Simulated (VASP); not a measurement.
# MgB2 (P6/mmm) in VASP: further runs, part 3 of 3

VASP 6.6.1. The steps go on from the part before.

## 5. Electric field gradients, HSE06

File POSCAR:

```
MgB2
1.0
    6.1700000000      0.0000000000      0.0000000000
   -1.5425000000      2.6716883707      0.0000000000
    0.0000000000      0.0000000000      3.5230000000
Mg B
2 4
Direct
    0.0000000000      0.0000000000      0.0000000000
    0.5000000000      0.0000000000      0.0000000000
    0.1666666666      0.6666666667      0.5000000000
    0.6666666666      0.6666666667      0.5000000000
    0.3333333334      0.3333333333      0.5000000000
    0.8333333334      0.3333333333      0.5000000000
```

File INCAR.step1:

```
SYSTEM = MgB2
  PREC = Accurate
  ENCUT = 520
  ISMEAR = -1
  SIGMA = 0.05
  LREAL = .FALSE.
  LASPH = .TRUE.
  NELM = 100
  ALGO = Normal
  ISIF = 2
  LWAVE = .TRUE.
  LCHARG = .FALSE.
  GGA = PE
  EDIFF = 1E-5
  NBANDS = 17
```

File INCAR.step2:

```
SYSTEM = MgB2
  PREC = Accurate
  ENCUT = 520
  EDIFF = 1E-8
  ISMEAR = -1
  SIGMA = 0.05
  LREAL = .FALSE.
  LASPH = .TRUE.
  NELM = 100
  ALGO = Normal
  ISIF = 2
  LWAVE = .FALSE.
  LCHARG = .FALSE.
  GGA = PE
  LHFCALC = .TRUE.
  HFSCREEN = 0.2079
  PRECFOCK = Fast
  LEFG = .TRUE.
  ISTART = 1
  NBANDS = 17
```

File KPOINTS:

```
Automatic mesh
0
G
  5 5 4
  0 0 0
```

Potentials or basis: VASP PAW PBE potentials, release 64 (Mg, B).

Command:

```bash
> cat potpaw_PBE.64/Mg/POTCAR potpaw_PBE.64/B/POTCAR > POTCAR
> cp INCAR.step1 INCAR
> mpirun -np 1 vasp_std > vasp.out
> cp INCAR.step2 INCAR
> mpirun -np 1 vasp_std > vasp.out
```

OUTCAR:

```text
SYSTEM = MgB2
   PREC = Accurate
   ENCUT = 520
   EDIFF = 1E-8
   ISMEAR = -1
   LREAL = .FALSE.
   LASPH = .TRUE.
   NELM = 100
   ISIF = 2
   GGA = PE
   LHFCALC = .TRUE.
   HFSCREEN = 0.2079
   PRECFOCK = Fast
   ISTART = 1

 ion  position               nearest neighbor table
   1  0.000  0.000  0.000-   3 2.51   6 2.51   3 2.51   6 2.51   3 2.51   3 2.51   6 2.51   6 2.51
                             5 2.51   4 2.51   5 2.51   4 2.51   2 3.08   2 3.08   2 3.09   2 3.09
   2  0.500  0.000  0.000-   4 2.51   5 2.51   4 2.51   5 2.51   4 2.51   4 2.51   5 2.51   5 2.51
                             6 2.51   6 2.51   3 2.51   3 2.51   1 3.08   1 3.08   1 3.09   1 3.09
   3  0.167  0.667  0.500-   6 1.78   5 1.78   5 1.78   1 2.51   1 2.51   1 2.51   1 2.51   2 2.51
                             2 2.51
   4  0.667  0.667  0.500-   5 1.78   6 1.78   6 1.78   2 2.51   2 2.51   2 2.51   2 2.51   1 2.51
                             1 2.51
   5  0.333  0.333  0.500-   4 1.78   3 1.78   3 1.78   2 2.51   2 2.51   2 2.51   2 2.51   1 2.51
                             1 2.51
   6  0.833  0.333  0.500-   3 1.78   4 1.78   4 1.78   1 2.51   1 2.51   1 2.51   1 2.51   2 2.51
                             2 2.51

  Warning from LATTYP: Monoclinic adjustment (A1->A3, A2->A1, A3->A2)!
  LATTYP: Found a simple orthorhombic cell.
 ALAT       =     3.0850000000
 B/A-ratio  =     1.1419773096
 C/A-ratio  =     1.7320508076

  Lattice vectors:

 A1 = (  -1.5425000000,   2.6716883707,   0.0000000000)
 A2 = (   0.0000000000,   0.0000000000,   3.5230000000)
 A3 = (   4.6275000000,   2.6716883707,   0.0000000000)

Analysis of symmetry for initial positions (statically):
=====================================================================
 Subroutine PRICEL returns following result:

[... 698 lines left out ...]
  in kB      -17.7253130    -17.0572587    -47.6255923     -0.5785520      0.0000000     -0.0000000
  external PRESSURE =     -27.4693880 kB  Pullay stress =       0.0000000 kB

 VOLUME and BASIS-vectors are now :
 -----------------------------------------------------------------------------
  energy-cutoff  :      520.00
  volume of cell :       58.07
      direct lattice vectors                 reciprocal lattice vectors
     6.170000000  0.000000000  0.000000000     0.162074554  0.093573788  0.000000000
    -1.542500000  2.671688371  0.000000000     0.000000000  0.374295150  0.000000000
     0.000000000  0.000000000  3.523000000     0.000000000  0.000000000  0.283848992

 POSITION                                       TOTAL-FORCE (eV/Angst)
 -----------------------------------------------------------------------------------
      0.00000      0.00000      0.00000        -0.000000      0.000000      0.000000
      3.08500      0.00000      0.00000        -0.000000      0.000000      0.000000
     -0.00000      1.78113      1.76150        -0.090126     -0.052034     -0.000000
      3.08500      1.78113      1.76150        -0.090126     -0.052034     -0.000000
      1.54250      0.89056      1.76150         0.090126      0.052034      0.000000
      4.62750      0.89056      1.76150         0.090126      0.052034     -0.000000
 -----------------------------------------------------------------------------------
    total drift:                               -0.000000      0.000000      0.000000

  FREE ENERGIE OF THE ION-ELECTRON SYSTEM (eV)
  ---------------------------------------------------
  free  energy   TOTEN  =       -33.4665786703 eV

  energy  without entropy=      -33.4567248795  energy(sigma->0) =      -33.46165177

 Electric field gradients (V/A^2)
---------------------------------------------------------------------
 ion       V_xx      V_yy      V_zz      V_xy      V_xz      V_yz
---------------------------------------------------------------------
   1       0.527    -0.358    -0.169     0.767     0.000    -0.000
   2       0.527    -0.358    -0.169     0.767     0.000    -0.000
   3     -11.648   -11.579    23.227    -0.060    -0.000     0.000
   4     -11.648   -11.579    23.227    -0.060     0.000    -0.000
   5     -11.648   -11.579    23.227    -0.060    -0.000    -0.000
   6     -11.648   -11.579    23.227    -0.060     0.000     0.000
---------------------------------------------------------------------

 Electric field gradients after diagonalization (V/A^2)
 (convention: |V_zz| > |V_xx| > |V_yy|)
----------------------------------------------------------------------
 ion       V_xx      V_yy      V_zz     asymmetry (V_yy - V_xx)/ V_zz
----------------------------------------------------------------------
   1      -0.801    -0.169     0.970       0.651
   2      -0.801    -0.169     0.970       0.651
   3     -11.683   -11.544    23.227       0.006
   4     -11.683   -11.544    23.227       0.006
   5     -11.683   -11.544    23.227       0.006
   6     -11.683   -11.544    23.227       0.006
----------------------------------------------------------------------

           NMR quadrupolar parameters

 Cq : quadrupolar parameter    Cq=e*Q*V_zz/h
 eta: asymmetry parameters     (V_yy - V_xx)/ V_zz
 Q  : nuclear electric quadrupole moment in mb (millibarn)
----------------------------------------------------------------------
 ion       Cq(MHz)       eta       Q (mb)
----------------------------------------------------------------------
   1       0.002       0.651       1.000
   2       0.002       0.651       1.000
   3       0.056       0.006       1.000
   4       0.056       0.006       1.000
   5       0.056       0.006       1.000
   6       0.056       0.006       1.000
----------------------------------------------------------------------
```

OUTCAR.step1:

```text
SYSTEM = MgB2
   PREC = Accurate
   ENCUT = 520
   ISMEAR = -1
   LREAL = .FALSE.
   LASPH = .TRUE.
   NELM = 100
[... 741 lines left out ...]
      3.08500      1.78113      1.76150        -0.219996     -0.127015      0.000000
      1.54250      0.89056      1.76150         0.219996      0.127015      0.000000
      4.62750      0.89056      1.76150         0.219996      0.127015      0.000000
 -----------------------------------------------------------------------------------
    total drift:                                0.000000     -0.000000      0.000000

  FREE ENERGIE OF THE ION-ELECTRON SYSTEM (eV)
  ---------------------------------------------------
  free  energy   TOTEN  =       -30.6307708471 eV

  energy  without entropy=      -30.6175401205  energy(sigma->0) =      -30.62415548
```

Run time: 19 min. Hardware: 1 thread of Intel Xeon Platinum 8488C (Sapphire Rapids), shared host; peak memory 0.3 GiB.

Results:

```
Free energy            : -33.4666 eV
Pressure               : -2.7 GPa
Largest force          : 0.104 eV/Å
Band gap on the k mesh : zero (band 8 reaches 6.56 eV, above the bottom of band 9 at 3.74 eV)
```

Forces on the atoms (eV/Å):
```
Mg   0.000  0.000  0.000
Mg   0.000  0.000  0.000
B   -0.090 -0.052  0.000
B   -0.090 -0.052  0.000
B    0.090  0.052  0.000
B    0.090  0.052  0.000
```

Stress tensor (GPa, compression positive):
```
-1.77 -0.06  0.00
-0.06 -1.71  0.00
 0.00  0.00 -4.76
```

Electric field gradients, principal values (V/Å²):
```csv
atom,least,middle,greatest (by size)
1 Mg,-0.169,-0.801,0.970
2 Mg,-0.169,-0.801,0.970
3 B,-11.544,-11.683,23.227
4 B,-11.544,-11.683,23.227
5 B,-11.544,-11.683,23.227
6 B,-11.544,-11.683,23.227
```

Caveat: the k points lie up to 0.47 Å⁻¹ apart; without QUAD_EFG the Cq values of the log hold for a quadrupole moment of 1 mb, not for the nuclei; the PAW data sets were made with another functional, which shifts forces and pressure a little.

## 6. Overview

| level | cell | k mesh | grid for exact exchange (PRECFOCK) | screening parameter | gap on the mesh (eV) | pressure (GPa) | largest force (eV/Å) |
| --- | --- | --- | --- | --- | --- | --- | --- |
| PBEsol | a = 6.170, b = 3.085, c = 3.523 Å, angles 90.0, 90.0, 120.0°, 6 atoms | 5 × 5 × 4 | - | - | none | -3.2 | 0.26 |
| PBEsol | a = 5.343, b = 5.343, c = 7.046 Å, angles 90.0, 90.0, 120.0°, 18 atoms | 7 × 7 × 5 | - | - | none | -3.2 | - |
| PBEsol | a = 6.170, b = 3.085, c = 3.523 Å, angles 90.0, 90.0, 120.0°, 6 atoms | 12 × 12 × 9 | - | - | none | -3.2 | 0.01 |
| HSE06 | a = 6.170, b = 3.085, c = 3.523 Å, angles 90.0, 90.0, 120.0°, 6 atoms | 5 × 5 × 4 | Fast | 0.2079 1/Å | none | -2.7 | 0.10 |

Alike in all rows: task electric field gradients; potentials or basis VASP PAW PBE potentials, release 64 (Mg, B); no spin polarisation; cutoff (eV) 520; smearing fermi-dirac 0.05 eV.

Caveats: some runs use coarse meshes; the PAW data sets were made with another functional, which shifts forces and pressure a little.

Total energies depend on the potentials used, so only differences within one code and one set of settings carry meaning.
